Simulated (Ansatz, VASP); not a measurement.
**Two plane-wave programs on Ti2TeO**

INCAR

```
ALGO     = Normal         # electronic algorithm
EDIFF    = 1E-6           # SCF threshold, eV
EDIFFG   = -0.05          # ionic threshold
ENCUT    = 600            # plane-wave cutoff, eV
GGA      = PE             # functional
IBRION   = 2              # ionic algorithm
ISIF     = 3              # what is computed and relaxed
ISMEAR   = 0              # smearing method
LASPH    = True           # aspherical terms in the spheres
LCHARG   = False          # write CHGCAR
LREAL    = False          # projectors in reciprocal space
LWAVE    = False          # write WAVECAR
NELM     = 100            # most SCF steps
NSW      = 100            # ionic steps
PREC     = Accurate       # precision mode
SIGMA    = 0.1            # smearing width, eV
```

The input KPOINTS:

```
k-points
0
Gamma
  6 6 4
```

File POSCAR:

```
Ti2TeO
1.0
    3.4356954047      0.0000000000      0.0000000000
   -1.7178477023      2.9753995001      0.0000000000
    0.0000000000      0.0000000000      5.6297328244
Ti Te O
2 1 1
Direct
    0.3333333333      0.6666666667      0.2500000000
    0.6666666667      0.3333333333      0.7500000000
    0.0000000000      0.0000000000      0.0000000000
    0.0000000000      0.0000000000      0.5000000000
```

Input for Ansatz:

```yaml
crystal:
  lattice:
    - [3.4356954047, 0.0, 0.0]
    - [-1.7178477023, 2.9753995001, 0.0]
    - [0.0, 0.0, 5.6297328244]
  atoms:
    - { symbol: Ti, position: [0.3333333333, 0.6666666667, 0.25] }
    - { symbol: Ti, position: [0.6666666667, 0.3333333333, 0.75] }
    - { symbol: Te, position: [0.0, 0.0, 0.0] }
    - { symbol: O, position: [0.0, 0.0, 0.5] }
basis:
  ecutwfc: 420
kpoints:
  mp_grid: { grid: [6, 6, 4] }
hamiltonian:
  xc: pbe
scf:
  occupations: { method: gaussian, width: 0.1 }
output:
  forces: true
  stress: true
  eigenvalues: true
relax:
  adjacent_minimum: "off"
  f_tol: 0.05
  max_steps: 80
  cell: { stress_tol: 0.5 }
```

Alike in both runs: task relaxation of cell and atoms; functional PBE; k mesh 6 × 6 × 4; occupations gaussian, width 0.1 eV; no spin polarisation.

|  | VASP | Ansatz |
| --- | --- | --- |
| version | VASP 6.6.1 | Ansatz 0.2.0 |
| potentials or method | VASP PAW PBE potentials, release 64 (Ti_sv, Te, O), cutoff 600 eV | scalar-relativistic, plane waves, PAW |
| valence electrons in the cell | 36 | 46 |

VASP gave:

```
gap on the k mesh at the Fermi level, each at its own relaxed structure (eV) : none
relaxed volume (Å³/atom)                                                     : 15.23
relaxed cell length with the largest relative difference (Å)                 : 6.368
```

**Question.** Estimate Ansatz's values.

**Answer.** gap on the k mesh at the Fermi level, each at its own relaxed structure (eV): none; relaxed volume (Å³/atom): 15.24; relaxed cell length with the largest relative difference (Å): 6.372.

A gap of «none» marks a metal or a gap that the smearing closes. VASP's potentials hold 36 valence electrons a cell and Ansatz's 46, so a difference there can come from the potentials and not from the codes.

Neither program's run includes spin-orbit coupling.
